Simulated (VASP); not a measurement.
Here is a VASP 6.6.1 calculation.

INCAR

```
SYSTEM = WS2
ALGO = Normal ; EDIFF = 1E-6
ENCUT = 520 ; GGA = PE
ISIF = 2 ; ISMEAR = 0
LASPH = .True. ; LCHARG = .False.
LREAL = .False. ; LWAVE = .False.
NBANDS = 20 ; NELM = 60
PREC = Accurate ; SIGMA = 0.05
```

Contents of KPOINTS:

```
k-points
0
Gamma
  12 12 10
  0 0 0
```

POSCAR

```
WS2
1.0
   -1.5790000000      2.7349082252      0.0000000000
   -3.1580000000      0.0000000000      0.0000000000
   -1.5790000000      0.9116360751      6.1633333333
W S
1 2
Direct
   -0.0174330357     -0.0069955000      0.0146165074
    0.7503000000      0.7503000000      0.7491000000
    0.5810000000      0.5810000000      0.2570000000
```

Potentials or basis: VASP PAW PBE potentials, release 64 (W_sv, S).

Launch:

```sh
$ cat potpaw_PBE.64/W_sv/POTCAR potpaw_PBE.64/S/POTCAR > POTCAR
$ mpirun -np 1 vasp_std > vasp.out
```

Q: Predict the largest force.

A: 2.559 eV/Å.

Q: Estimate the band gap on the k mesh.

A: 0.89 eV (least direct gap 1.89 eV).

Q: Predict the pressure.

A: 5.2 GPa.

Stress tensor (GPa, compression positive):
```
 5.85 -0.63  0.35
-0.63  4.20 -0.40
 0.35 -0.40  5.43
```

Caveat: the cell stands under pressure; spin-orbit coupling is left out, which moves the levels of the heavy elements; forces of over 1 eV/Å act on the atoms, so gaps and moduli don't describe the material at rest. A k mesh can miss the band edges.
